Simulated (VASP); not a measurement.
Input of a VASP 6.6.1 run:

Contents of POSCAR:

```
Na3Cl
1.0
    3.5547948148      0.0000000000      0.0000000000
    0.0000000000      3.5547948148      0.0000000000
    0.0000000000      0.0000000000      9.6730313944
Na Cl
3 1
Direct
    0.0000000000      0.0000000000      0.5000000000
    0.5000000000      0.5000000000      0.8256670200
    0.5000000000      0.5000000000      0.1743329800
    0.0000000000      0.0000000000      0.0000000000
```

Contents of INCAR.step1:

```
  PREC = Accurate
  ENCUT = 520
  ISMEAR = -1
  SIGMA = 0.1
  LREAL = False
  LASPH = True
  NELM = 60
  NBANDS = 22
  GGA = PE
  ALGO = Normal
  EDIFF = 1E-4
  LWAVE = True
  LCHARG = False
```

File INCAR.step2:

```
  PREC = Accurate
  ENCUT = 520
  EDIFF = 1E-6
  ISMEAR = -1
  SIGMA = 0.1
  LREAL = False
  LASPH = True
  NELM = 60
  ALGO = Normal
  ISIF = 2
  LWAVE = False
  LCHARG = False
  METAGGA = R2SCAN
  LMIXTAU = True
  NBANDS = 22
  ISTART = 1
```

File KPOINTS:

```
regular mesh
0
Gamma
  7 7 3
```

Potentials or basis: VASP PAW PBE potentials, release 64 (Na_pv, Cl).

Command:

```console
$ cat potpaw_PBE.64/Na_pv/POTCAR potpaw_PBE.64/Cl/POTCAR > POTCAR
$ cp INCAR.step1 INCAR
$ mpirun -np 1 vasp_std > vasp.out
$ cp INCAR.step2 INCAR
$ mpirun -np 1 vasp_std > vasp.out
```

(1) What does it give for the band gap on the k mesh?

(2) Predict the pressure.

## Answers

(1) zero (band 14 reaches 3.34 eV, above the bottom of band 15 at 0.31 eV).

(2) -0.6 GPa.

Caveat: the PAW data sets were made with another functional, which shifts forces and pressure a little.
